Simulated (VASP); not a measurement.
# SiC (P1) in VASP: single point with PBE+D3(BJ)

Aim: the single point of SiC with PBE+D3(BJ).

Program: VASP 6.6.1. These are calculated values, not measurements. Logs are shortened: lines on timing, memory, paths and dates and some standing lists are left out, and cuts for length are marked.

### Step 1. The cell of the first run

The typed cell holds 6 atoms: a = 3.378 Å, b = 5.386 Å, c = 5.479 Å, α = 121.23°, β = 107.17°, γ = 102.10°.

### Step 2. Single point, PBE+D3(BJ)

The input, INCAR:

```
SYSTEM = SiC
PREC     = Accurate       ! precision mode
ENCUT    = 520            ! plane-wave cutoff, eV
EDIFF    = 1E-7           ! SCF threshold, eV
ISMEAR   = 0              ! smearing method
SIGMA    = 0.01           ! smearing width, eV
LREAL    = .FALSE.        ! projectors in reciprocal space
LASPH    = .TRUE.         ! aspherical terms in the spheres
NELM     = 80             ! most SCF steps
ALGO     = Normal         ! electronic algorithm
ISIF     = 2              ! what is computed and relaxed
LWAVE    = .FALSE.        ! write WAVECAR
LCHARG   = .FALSE.        ! write CHGCAR
GGA      = PE             ! functional
IVDW     = 12             ! dispersion correction
NBANDS   = 21             ! bands
```

The input, KPOINTS:

```
regular mesh
0
G
  12 8 8
  0 0 0
```

The input, POSCAR:

```
SiC
1.0
    1.7407793746     -0.0915962503     -2.8934151182
   -2.6194318479     -4.7051673168     -0.1084686468
   -2.7125286931      4.7595704774      0.1055343613
Si C
3 3
Direct
    0.8289024041      0.4018338400      0.7755477618
    0.8971896784      0.1784827579      0.1818768583
    0.1157776187      0.8662767320      0.8319974640
    1.0460982369      0.8396786856      0.4653338368
    0.1317026646      0.1645213626      0.5396609984
   -0.0196706027      0.5492066219      0.2055830807
```

Potentials or basis: VASP PAW PBE potentials, release 64 (Si, C).

Started as:

```sh
cat potpaw_PBE.64/Si/POTCAR potpaw_PBE.64/C/POTCAR > POTCAR
mpirun -np 1 vasp_std > vasp.out
```

OUTCAR:

```text
SYSTEM = SiC
   PREC = Accurate
   ENCUT = 520
   EDIFF = 1E-7
   ISMEAR = 0
   LREAL = .FALSE.
   LASPH = .TRUE.
   NELM = 80
   ISIF = 2
   GGA = PE
   IVDW = 12
 IVDW          = 12

 ion  position               nearest neighbor table
   1  0.829  0.402  0.776-   6 1.90   5 1.99   5 2.02   3 2.30   2 2.93   2 3.01
   2  0.897  0.178  0.182-   6 1.89   5 1.93   3 2.25   3 2.30   1 2.93   1 3.01
   3  0.116  0.866  0.832-   4 1.88   2 2.25   2 2.30   1 2.30
   4  0.046  0.840  0.465-   6 1.37   5 1.51   3 1.88
   5  0.132  0.165  0.540-   4 1.51   2 1.93   1 1.99   1 2.02
   6  0.980  0.549  0.206-   4 1.37   2 1.89   1 1.90

  LATTYP: Found a triclinic cell.
 ALAT       =     3.3779511172
 B/A-ratio  =     2.2623119386
 C/A-ratio  =     1.6350959888
 COS(alpha) =     0.0119374359
 COS(beta)  =     0.3187658489
 COS(gamma) =     0.8014499027

  Lattice vectors:

 A1 = (  -1.7407793746,   0.0915962503,   2.8934151182)
 A2 = (  -7.0727399156,   0.1459994109,   2.8904808327)
 A3 = (   0.9717493185,  -4.6679742271,   2.7878807569)

Analysis of symmetry for initial positions (statically):
=====================================================================
 Subroutine PRICEL returns:
 Original cell was already a primitive cell.

 Routine SETGRP: Setting up the symmetry group for a
 triclinic supercell.

 Subroutine GETGRP returns: Found  1 space group operations
 (whereof  1 operations were pure point group operations)
 out of a pool of  2 trial point group operations.

The static configuration has the point symmetry C_1 .

Analysis of symmetry for dynamics (positions and initial velocities):
=====================================================================
 Subroutine PRICEL returns:
 Original cell was already a primitive cell.

 Routine SETGRP: Setting up the symmetry group for a
 triclinic supercell.

 Subroutine GETGRP returns: Found  1 space group operations
 (whereof  1 operations were pure point group operations)
 out of a pool of  2 trial point group operations.

The dynamic configuration has the point symmetry C_1 .

 Subroutine INISYM returns: Found  1 space group operations
 (whereof  1 operations are pure point group operations),
 and found     1 'primitive' translations

----------------------------------------------------------------------------------------

                                     Primitive cell

  volume of cell :      72.9837

  direct lattice vectors                    reciprocal lattice vectors
     1.740779375 -0.091596250 -2.893415118     0.000270024  0.007819068 -0.345697421
    -2.619431848 -4.705167317 -0.108468647    -0.188559218 -0.105020176 -0.110119195
    -2.712528693  4.759570477  0.105534361    -0.186398739  0.106433700 -0.115513328

  length of vectors
     3.377951117  5.386259197  5.479275549     0.345785942  0.242301574  0.243753874

  position of ions in fractional coordinates (direct lattice)
     0.828902404  0.401833840  0.775547762
     0.897189678  0.178482758  0.181876858
     0.115777619  0.866276732  0.831997464
     0.046098237  0.839678686  0.465333837
     0.131702665  0.164521363  0.539660998
     0.980329397  0.549206622  0.205583081

  ion indices of the primitive-cell ions
   primitive index   ion index
                 1           1
                 2           2
                 3           3
                 4           4
                 5           5
                 6           6

----------------------------------------------------------------------------------------

 KPOINTS: regular mesh

Automatic generation of k-mesh.
 Grid dimensions read from file:
 generate k-points for:   12    8    8

 Generating k-lattice:

  Cartesian coordinates                     Fractional coordinates (reciprocal lattice)
     0.000022502  0.000651589 -0.028808118     0.083333333  0.000000000  0.000000000
    -0.023569902 -0.013127522 -0.013764899     0.000000000  0.125000000  0.000000000
    -0.023299842  0.013304213 -0.014439166     0.000000000  0.000000000  0.125000000

  Length of vectors
     0.028815495  0.030287697  0.030469234

  Shift w.r.t. Gamma in fractional coordinates (k-lattice)
     0.000000000  0.000000000  0.000000000

 Subroutine IBZKPT returns following result:
 ===========================================

 Found    388 irreducible k-points:

 Following reciprocal coordinates:
            Coordinates               Weight
  0.000000  0.000000  0.000000      1.000000
  0.083333  0.000000  0.000000      2.000000
  0.166667  0.000000  0.000000      2.000000
  0.250000 -0.000000 -0.000000      2.000000
  0.333333  0.000000  0.000000      2.000000
  0.416667  0.000000 -0.000000      2.000000
[... 16 lines left out ...]
  0.250000  0.250000 -0.000000      2.000000
  0.333333  0.250000  0.000000      2.000000
 [... further k-points ...]
   k-points           NKPTS =    388   k-points in BZ     NKDIM =    388   number of bands    NBANDS=     21
   number of dos      NEDOS =    301   number of ions     NIONS =      6
   total plane-waves  NPLWV =  47040
   dimension x,y,z NGX =    28 NGY =   40 NGZ =   42
   dimension x,y,z NGXF=    56 NGYF=   80 NGZF=   84
   ions per type =               3   3
   NGX,Y,Z   is equivalent  to a cutoff of  13.78, 12.35, 12.74 a.u.
   NGXF,Y,Z  is equivalent  to a cutoff of  27.56, 24.69, 25.49 a.u.
 SYSTEM =  SiC
   PREC   = accura    normal or accurate (medium, high low for compatibility)
   ISTART =      0    job   : 0-new  1-cont  2-samecut
   ICHARG =      2    charge: 1-file 2-atom 10-const
   ISPIN  =      1    spin polarized calculation?
   LNONCOLLINEAR =      F non collinear calculations
   LSORBIT =      F    spin-orbit coupling
   LASPH  =      T    aspherical Exc in radial PAW
   ENCUT  =  520.0 eV  38.22 Ry    6.18 a.u.   6.28 10.01 10.19*2*pi/ulx,y,z
   NELM   =     80;   NELMIN=  2; NELMDL= -5     # of ELM steps
   EDIFF  = 0.1E-06   stopping-criterion for ELM
   LREAL  =      F    real-space projection
   EDIFFG = 0.1E-05   stopping-criterion for IOM
   NSW    =      0    number of steps for IOM
   IBRION =     -1    ionic relax: 0-MD 1-quasi-New 2-CG
   NFREE  =      0    steps in history (QN), initial steepest desc. (CG)
   ISIF   =      2    stress and relaxation
   ISYM   =      2    0-nonsym 1-usesym 2-fastsym
   POTIM  = 0.5000    time-step for ionic-motion
   TEBEG  =    0.0;   TEEND  =   0.0 temperature during run
   PSTRESS=    0.0 pullay stress
   NELECT =      24.0000    total number of electrons
   NUPDOWN=      -1.0000    fix difference up-down
   EMIN   =  10.00;   EMAX   =-10.00  energy-range for DOS
   EFERMI =   0.00;   METHOD = LEGACY
   ISMEAR =     0;   SIGMA  =   0.01  broadening in eV -4-tet -1-fermi 0-gaus
   EFERMI_NEDOS =   21; number of points for ismear=-14 and -15
   IALGO  =     38    algorithm
   IMIX   =      4    mixing-type and parameters
     AMIX     =   0.40;   BMIX     =  1.00
     AMIX_MAG =   1.60;   BMIX_MAG =  1.00
  volume/ion in A,a.u.               =      12.16        82.09
  Fermi-wavevector in a.u.,A,eV,Ry     =   1.129978  2.135349 17.372602  1.276850
  Thomas-Fermi vector in A             =   2.266673
   LORBIT       =      0    0 simple, 1 ext, 2 COOP (PROOUT), +10 PAW based schemes
   GGA     = PE    functional components
   LHFCALC =     F    Hartree Fock is set to
   AEXX    =    0.0000 exact exchange contribution
   IVDW    =    12    specifies the selected vdW correction
   LEPSILON=     F    determine dielectric tensor
   LRPA    =     F    only Hartree local field effects (RPA)
 non-spin polarized calculation
 Gauss-broadening in eV      SIGMA  =   0.01
  energy-cutoff  :      520.00
  volume of cell :       72.98
 maximum number of plane-waves:      1980
 NGX is ok and might be reduce to    28
   NGX = 13   NGY = 19   NGZ = 21

 number of electron      24.0000000 magnetization

 Free energy of the ion-electron system (eV)
  ---------------------------------------------------
  ext. energy  EPLUGINS =         0.00000000
  ---------------------------------------------------
  free energy    TOTEN  =       -41.33791737 eV

  energy without entropy =      -41.33790054  energy(sigma->0) =      -41.33790896

 E-fermi :   7.7606     XC(G=0): -10.5956

 val. band max:        7.7581582351   @ k =   0.5000   0.0000   0.5000
 cond. band min:       7.7669980176   @ k =   0.4167   0.2500   0.1250
 fundamental gap:      0.0088397825
 Fermi energy:         7.7605725630

 k-point     1 :       0.0000    0.0000    0.0000
  band No.  band energies     occupation
      1      -9.1361      2.00000
      2      -5.1260      2.00000
      3      -3.5851      2.00000
      4      -1.8348      2.00000
      5      -0.4687      2.00000
      6       0.4346      2.00000
[... 13 lines left out ...]
     20      14.9819      0.00000
     21      15.3469      0.00000

 k-point     2 :       0.0833    0.0000    0.0000
  band No.  band energies     occupation
      1      -9.0733      2.00000
      2      -5.1366      2.00000
      3      -3.5588      2.00000
      4      -1.8013      2.00000
      5      -0.4674      2.00000
      6       0.3095      2.00000
[... 13 lines left out ...]
     20      14.6407      0.00000
     21      15.1674      0.00000

 k-point     3 :       0.1667    0.0000    0.0000
  band No.  band energies     occupation
      1      -8.8944      2.00000
      2      -5.1619      2.00000
      3      -3.4849      2.00000
      4      -1.7099      2.00000
      5      -0.5102      2.00000
      6       0.3234      2.00000
[... 13 lines left out ...]
     20      14.7865      0.00000
     21      15.1159      0.00000
[... 457 lines left out ...]
 k-point    23 :       0.2500    0.2500   -0.0000
  band No.  band energies     occupation
      1      -8.1957      2.00000
      2      -6.2276      2.00000
      3      -2.9441      2.00000
      4      -1.7400      2.00000
      5      -0.8497      2.00000
      6       0.7279      2.00000
[... 13 lines left out ...]
     20      14.4131      0.00000
     21      15.2175      0.00000

 k-point    24 :       0.3333    0.2500    0.0000
  band No.  band energies     occupation
      1      -8.0264      2.00000
      2      -6.0044      2.00000
      3      -2.8397      2.00000
      4      -1.6103      2.00000
      5      -0.5956      2.00000
      6       0.1390      2.00000
[... 13 lines left out ...]
     20      14.1928      0.00000
     21      15.3394      0.00000

 [... further k-points ...]

------------------------ aborting loop because EDIFF is reached ----------------------------------------

 Edisp (eV)   -1.63920

 E8    (eV) :    -0.6122

  FORCE on cell =-STRESS in cart. coord.  units (eV):
  Direction    XX          YY          ZZ          XY          YZ          ZX
  --------------------------------------------------------------------------------------
  -------------------------------------------------------------------------------------
  Total       0.06500    -0.03010    -0.04603     0.03176     0.00761     0.01263
  in kB       1.42683    -0.66072    -1.01045     0.69723     0.16713     0.27734
  external pressure =       -0.08 kB  Pullay stress =        0.00 kB

 VOLUME and BASIS-vectors are now :
 -----------------------------------------------------------------------------
  energy-cutoff  :      520.00
  volume of cell :       72.98
      direct lattice vectors                 reciprocal lattice vectors
     1.740779375 -0.091596250 -2.893415118     0.000270024  0.007819068 -0.345697421
    -2.619431848 -4.705167317 -0.108468647    -0.188559218 -0.105020176 -0.110119195
    -2.712528693  4.759570477  0.105534361    -0.186398739  0.106433700 -0.115513328

 POSITION                                       TOTAL-FORCE (eV/Angst)
 -----------------------------------------------------------------------------------
     -1.71334      1.72465     -2.36010        -0.004693     -0.011594     -0.001347
      0.60094     -0.05631     -2.59611         0.010190     -0.001374      0.004876
     -4.32443     -0.12663     -0.34115        -0.005316      0.006521      0.002246
     -3.38147     -1.74026     -0.17535        -0.037749      0.016999     -0.003646
     -1.66553      1.78239     -0.34196        -0.020342     -0.020360     -0.007741
     -0.28972     -1.69542     -2.87438         0.057910      0.009807      0.005612
 -----------------------------------------------------------------------------------
    total drift:                                0.000007     -0.000126      0.000092

  FREE ENERGIE OF THE ION-ELECTRON SYSTEM (eV)
  ---------------------------------------------------
  free  energy   TOTEN  =       -42.9771154660 eV

  energy  without entropy=      -42.9770986400  energy(sigma->0) =      -42.97710705
```

Wall time 14 min (1 thread of Oxide Virtual Turin-like, shared host); peak memory 0.52 GiB.

What came out:

| Item | Value |
| --- | --- |
| Free energy | -42.9771 eV |
| Pressure | 0.0 GPa |
| Largest force | 0.059 eV/Å |
| Band gap on the k mesh | zero (band 12 reaches 7.84 eV, above the bottom of band 13 at 7.76 eV) |
| Dispersion energy per atom | -0.273 eV |

Forces in eV/Å, atoms in the order of the input:
```
Si  -0.005 -0.012 -0.001
Si   0.010 -0.001  0.005
Si  -0.005  0.007  0.002
C   -0.038  0.017 -0.004
C   -0.020 -0.020 -0.008
C    0.058  0.010  0.006
```

Levels at points of the mesh, in eV from the Fermi level:
```tsv
k point	band 9	band 10	band 11	band 12	band 13	band 14	band 15	band 16
(0.00, 0.00, 0.00)	-2.53	-2.45	-1.20	-0.72	1.19	1.87	2.86	3.25
(0.50, 0.00, 0.00)	-3.89	-3.59	-3.39	-1.48	1.40	2.32	3.09	3.27
(0.00, 0.50, 0.00)	-3.32	-2.30	-2.05	0.08	1.25	1.74	2.08	3.47
(0.50, 0.50, 0.00)	-4.42	-4.02	-3.35	-2.99	0.57	1.89	2.84	3.82
(0.00, 0.00, 0.50)	-3.78	-1.82	-1.44	-0.65	0.94	1.28	2.91	3.16
(0.50, 0.00, 0.50)	-4.84	-4.02	-3.26	-2.60	0.00	1.34	2.37	2.89
(0.00, 0.50, 0.50)	-3.99	-2.83	-2.78	-0.03	0.26	1.37	1.78	3.72
(0.50, 0.50, 0.50)	-5.07	-4.23	-2.03	-1.51	0.44	1.71	3.65	3.83
```

Caveat: pairwise dispersion overbinds metals, which lowers pressure and volume.
